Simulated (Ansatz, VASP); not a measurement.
## BaAl2B4 in VASP and in Ansatz

```
Ba Al B
1.0
     3.18199    0.00000    0.00000
    -1.59100    2.75569    0.00000
     0.00000    0.00000   10.26763
Ba Al B
1 2 4
Direct
  0.00000 0.00000 0.00000
  0.00000 0.00000 0.62492
  0.00000 0.00000 0.37508
  0.33333 0.66667 0.75953
  0.66667 0.33333 0.75953
  0.66667 0.33333 0.24047
  0.33333 0.66667 0.24047
```

Alike in both runs: functional PBE; k mesh 6 × 6 × 4; occupations gaussian, width 0.1 eV; no spin polarisation.

Ansatz relaxed the structure, and its values are those at the end. VASP's run is a single point on that final structure, the one shown.

|  | VASP | Ansatz |
| --- | --- | --- |
| version | VASP 6.6.1 | Ansatz 0.2.0 |
| potentials or method | VASP PAW PBE potentials, release 64 (Ba_sv, Al, B), cutoff 520 eV | scalar-relativistic, plane waves, PAW |
| valence electrons in the cell | 28 | 28 |

Ansatz gave:

```
gap on the k mesh at the Fermi level (eV) : none
pressure (GPa)                            : 0.1
rms of the force components (eV/Å)        : 0.008
```

Task: Which values does VASP return?

Result: gap on the k mesh at the Fermi level (eV): none; pressure (GPa): 1.6; rms of the force components (eV/Å): 0.034.

A gap of «none» marks a metal or a gap that the smearing closes.

The k mesh is coarse, so the values compare programs but aren't converged. Spin-orbit coupling is off throughout.
